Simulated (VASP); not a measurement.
# In (I4/mmm) in VASP: notebook, part 2 of 3

VASP 6.6.1.

**3. Single point, PBE**

The input, INCAR:

```
PREC = Accurate
ENCUT = 520
EDIFF = 1E-6
ISMEAR = -1
SIGMA = 0.05
LREAL = F
LASPH = T
NELM = 80
ALGO = Normal
ISIF = 2
LWAVE = F
LCHARG = F
GGA = PE
NBANDS = 12
```

The input, KPOINTS:

```
regular mesh
0
Gamma
  11 11 11
```

The input, POSCAR:

```
In
1.0
   -1.6254700000      1.6254700000      2.4737000000
    1.6254700000     -1.6254700000      2.4737000000
    1.6254700000      1.6254700000     -2.4737000000
In
1
Direct
    0.0000000000      0.0000000000      0.0000000000
```

Potentials or basis: VASP PAW PBE potentials, release 64 (In_d).

Run with:

```
> cat potpaw_PBE.64/In_d/POTCAR > POTCAR
> mpirun -np 1 vasp_std > vasp.out
```

OUTCAR:

```text
PREC = Accurate
   ENCUT = 520
   EDIFF = 1E-6
   ISMEAR = -1
   LREAL = F
   LASPH = T
   NELM = 80
   ISIF = 2
   GGA = PE

 ion  position               nearest neighbor table
   1  0.000  0.000  0.000-

  LATTYP: Found a body centered tetragonal cell.
 ALAT       =     3.2509400000
 C/A-ratio  =     1.5218367611

  Lattice vectors:

 A1 = (  -1.6254700000,   1.6254700000,   2.4737000000)
 A2 = (   1.6254700000,  -1.6254700000,   2.4737000000)
 A3 = (   1.6254700000,   1.6254700000,  -2.4737000000)

Analysis of symmetry for initial positions (statically):
=====================================================================
 Subroutine PRICEL returns:
 Original cell was already a primitive cell.

 Routine SETGRP: Setting up the symmetry group for a
 body centered tetragonal supercell.

 Subroutine GETGRP returns: Found 16 space group operations
 (whereof 16 operations were pure point group operations)
 out of a pool of 16 trial point group operations.

The static configuration has the point symmetry D_4h.

Analysis of symmetry for dynamics (positions and initial velocities):
=====================================================================
 Subroutine PRICEL returns:
 Original cell was already a primitive cell.

 Routine SETGRP: Setting up the symmetry group for a
 body centered tetragonal supercell.

 Subroutine GETGRP returns: Found 16 space group operations
 (whereof 16 operations were pure point group operations)
 out of a pool of 16 trial point group operations.

The dynamic configuration has the point symmetry D_4h.

 Subroutine INISYM returns: Found 16 space group operations
 (whereof 16 operations are pure point group operations),
 and found     1 'primitive' translations

----------------------------------------------------------------------------------------

                                     Primitive cell

  volume of cell :      26.1436

  direct lattice vectors                    reciprocal lattice vectors
    -1.625470000  1.625470000  2.473700000     0.000000000  0.307603339  0.202126369
     1.625470000 -1.625470000  2.473700000     0.307603339  0.000000000  0.202126369
     1.625470000  1.625470000 -2.473700000     0.307603339  0.307603339  0.000000000

  length of vectors
     3.376906444  3.376906444  3.376906444     0.368069129  0.368069129  0.435016814

  position of ions in fractional coordinates (direct lattice)
     0.000000000  0.000000000  0.000000000

  ion indices of the primitive-cell ions
   primitive index   ion index
                 1           1

----------------------------------------------------------------------------------------

 KPOINTS: regular mesh

Automatic generation of k-mesh.
 Grid dimensions read from file:
 generate k-points for:   11   11   11

 Generating k-lattice:

  Cartesian coordinates                     Fractional coordinates (reciprocal lattice)
     0.000000000  0.027963940  0.018375124     0.090909091  0.000000000 -0.000000000
     0.027963940  0.000000000  0.018375124     0.000000000  0.090909091 -0.000000000
     0.027963940  0.027963940  0.000000000     0.000000000  0.000000000  0.090909091

  Length of vectors
     0.033460830  0.033460830  0.039546983

  Shift w.r.t. Gamma in fractional coordinates (k-lattice)
     0.000000000  0.000000000  0.000000000

 Subroutine IBZKPT returns following result:
 ===========================================

 Found    126 irreducible k-points:

 Following reciprocal coordinates:
            Coordinates               Weight
  0.000000  0.000000  0.000000      1.000000
  0.090909  0.000000 -0.000000      8.000000
  0.181818  0.000000 -0.000000      8.000000
  0.272727  0.000000 -0.000000      8.000000
  0.363636  0.000000 -0.000000      8.000000
  0.454545  0.000000 -0.000000      8.000000
[... 16 lines left out ...]
 -0.272727  0.181818 -0.000000     16.000000
 -0.181818  0.181818  0.000000      4.000000
 [... further k-points ...]
   k-points           NKPTS =    126   k-points in BZ     NKDIM =    126   number of bands    NBANDS=     12
   number of dos      NEDOS =    301   number of ions     NIONS =      1
   total plane-waves  NPLWV =  21952
   dimension x,y,z NGX =    28 NGY =   28 NGZ =   28
   dimension x,y,z NGXF=    56 NGYF=   56 NGZF=   56
   ions per type =               1
   NGX,Y,Z   is equivalent  to a cutoff of  13.78, 13.78, 13.78 a.u.
   NGXF,Y,Z  is equivalent  to a cutoff of  27.57, 27.57, 27.57 a.u.
 SYSTEM =  unknown system
   PREC   = accura    normal or accurate (medium, high low for compatibility)
   ISTART =      0    job   : 0-new  1-cont  2-samecut
   ICHARG =      2    charge: 1-file 2-atom 10-const
   ISPIN  =      1    spin polarized calculation?
   LNONCOLLINEAR =      F non collinear calculations
   LSORBIT =      F    spin-orbit coupling
   LASPH  =      T    aspherical Exc in radial PAW
   ENCUT  =  520.0 eV  38.22 Ry    6.18 a.u.   6.28  6.28  6.28*2*pi/ulx,y,z
   NELM   =     80;   NELMIN=  2; NELMDL= -5     # of ELM steps
   EDIFF  = 0.1E-05   stopping-criterion for ELM
   LREAL  =      F    real-space projection
   EDIFFG = 0.1E-04   stopping-criterion for IOM
   NSW    =      0    number of steps for IOM
   IBRION =     -1    ionic relax: 0-MD 1-quasi-New 2-CG
   NFREE  =      0    steps in history (QN), initial steepest desc. (CG)
   ISIF   =      2    stress and relaxation
   ISYM   =      2    0-nonsym 1-usesym 2-fastsym
   POTIM  = 0.5000    time-step for ionic-motion
   TEBEG  =    0.0;   TEEND  =   0.0 temperature during run
   PSTRESS=    0.0 pullay stress
   NELECT =      13.0000    total number of electrons
   NUPDOWN=      -1.0000    fix difference up-down
   EMIN   =  10.00;   EMAX   =-10.00  energy-range for DOS
   EFERMI =   0.00;   METHOD = LEGACY
   ISMEAR =    -1;   SIGMA  =   0.05  broadening in eV -4-tet -1-fermi 0-gaus
   EFERMI_NEDOS =   21; number of points for ismear=-14 and -15
   IALGO  =     38    algorithm
   IMIX   =      4    mixing-type and parameters
     AMIX     =   0.40;   BMIX     =  1.00
     AMIX_MAG =   1.60;   BMIX_MAG =  1.00
  volume/ion in A,a.u.               =      26.14       176.43
  Fermi-wavevector in a.u.,A,eV,Ry     =   1.296983  2.450943 22.887245  1.682165
  Thomas-Fermi vector in A             =   2.428405
   LORBIT       =      0    0 simple, 1 ext, 2 COOP (PROOUT), +10 PAW based schemes
   GGA     = PE    functional components
   LHFCALC =     F    Hartree Fock is set to
   AEXX    =    0.0000 exact exchange contribution
   IVDW    =     0    specifies the selected vdW correction
   LEPSILON=     F    determine dielectric tensor
   LRPA    =     F    only Hartree local field effects (RPA)
 non-spin polarized calculation
  energy-cutoff  :      520.00
  volume of cell :       26.14
 maximum number of plane-waves:       718
 NGX is ok and might be reduce to    28
   NGX = 13   NGY = 13   NGZ = 13

 number of electron      13.0000006 magnetization

 Free energy of the ion-electron system (eV)
  ---------------------------------------------------
  ext. energy  EPLUGINS =         0.00000000
  ---------------------------------------------------
  free energy    TOTEN  =        -2.55124842 eV

  energy without entropy =       -2.54734025  energy(sigma->0) =       -2.54929433

 E-fermi :   7.5645     XC(G=0): -10.2563

 val. band max:        7.5539145315   @ k =   0.3636   0.2727   0.1818
 cond. band min:       7.5927659933   @ k =  -0.4545  -0.4545   0.1818
 fundamental gap:      0.0388514618
 Fermi energy:         7.5644747201

 k-point     1 :       0.0000    0.0000    0.0000
  band No.  band energies     occupation
      1      -7.1772      2.00000
      2      -7.0708      2.00000
      3      -7.0708      2.00000
      4      -6.9897      2.00000
      5      -6.8864      2.00000
      6      -2.0183      2.00000
      7      18.0780      0.00000
      8      18.0780      0.00000
      9      18.2528      0.00000
     10      19.1099      0.00000
     11      21.4940      0.00000
     12      21.6210      0.00000

 k-point     2 :       0.0909    0.0000   -0.0000
  band No.  band energies     occupation
      1      -7.1646      2.00000
      2      -7.0718      2.00000
      3      -7.0581      2.00000
      4      -6.9866      2.00000
      5      -6.8914      2.00000
      6      -1.8368      2.00000
      7      16.0871      0.00000
      8      17.7566      0.00000
      9      17.8611      0.00000
     10      18.9201      0.00000
     11      21.8656      0.00000
     12      22.0981      0.00000
[... 316 lines left out ...]
 k-point    24 :      -0.1818    0.1818    0.0000
  band No.  band energies     occupation
      1      -7.1408      2.00000
      2      -7.0449      2.00000
      3      -6.9966      2.00000
      4      -6.9913      2.00000
      5      -6.9082      2.00000
      6      -0.9974      2.00000
      7      14.7016      0.00000
      8      14.9546      0.00000
      9      15.6314      0.00000
     10      16.8612      0.00000
     11      19.0482      0.00000
     12      24.0111      0.00000

 [... further k-points ...]
[... 5 lines left out ...]
  --------------------------------------------------------------------------------------
  -------------------------------------------------------------------------------------
  Total        0.3547498      0.3547498      0.2676365      0.0000000      0.0000000      0.0000000
  in kB       21.7404134     21.7404134     16.4017801      0.0000000      0.0000000      0.0000000
  external PRESSURE =      19.9608690 kB  Pullay stress =       0.0000000 kB

 VOLUME and BASIS-vectors are now :
 -----------------------------------------------------------------------------
  energy-cutoff  :      520.00
  volume of cell :       26.14
      direct lattice vectors                 reciprocal lattice vectors
    -1.625470000  1.625470000  2.473700000     0.000000000  0.307603339  0.202126369
     1.625470000 -1.625470000  2.473700000     0.307603339  0.000000000  0.202126369
     1.625470000  1.625470000 -2.473700000     0.307603339  0.307603339  0.000000000

 POSITION                                       TOTAL-FORCE (eV/Angst)
 -----------------------------------------------------------------------------------
      0.00000      0.00000      0.00000         0.000000     -0.000000     -0.000000
 -----------------------------------------------------------------------------------
    total drift:                               -0.000000     -0.000000     -0.000000

  FREE ENERGIE OF THE ION-ELECTRON SYSTEM (eV)
  ---------------------------------------------------
  free  energy   TOTEN  =        -2.5512484184 eV

  energy  without entropy=       -2.5473402482  energy(sigma->0) =       -2.54929433
```

stdout:

```text
POSCAR found type information on POSCAR In
 POSCAR found :  1 types and       1 ions
 scaLAPACK will be used
 LDA part: xc-table for (Slater+PW92), standard interpolation
 POSCAR, INCAR and KPOINTS ok, starting setup
 FFT: planning ... GRIDC
 FFT: planning ... GRID_SOFT
 FFT: planning ... GRID
 WAVECAR not read
 entering main loop
```

Run time: 22 s. Hardware: 1 thread of Intel Xeon Platinum 8488C (Sapphire Rapids), shared host; peak memory 0.18 GiB.

What came out:

| Quantity | Value |
| --- | --- |
| Free energy | -2.5512 eV |
| Pressure | 2.0 GPa |

Caveat: spin-orbit coupling is left out, which moves the levels of the heavy elements.

[end of part 2 of 3]
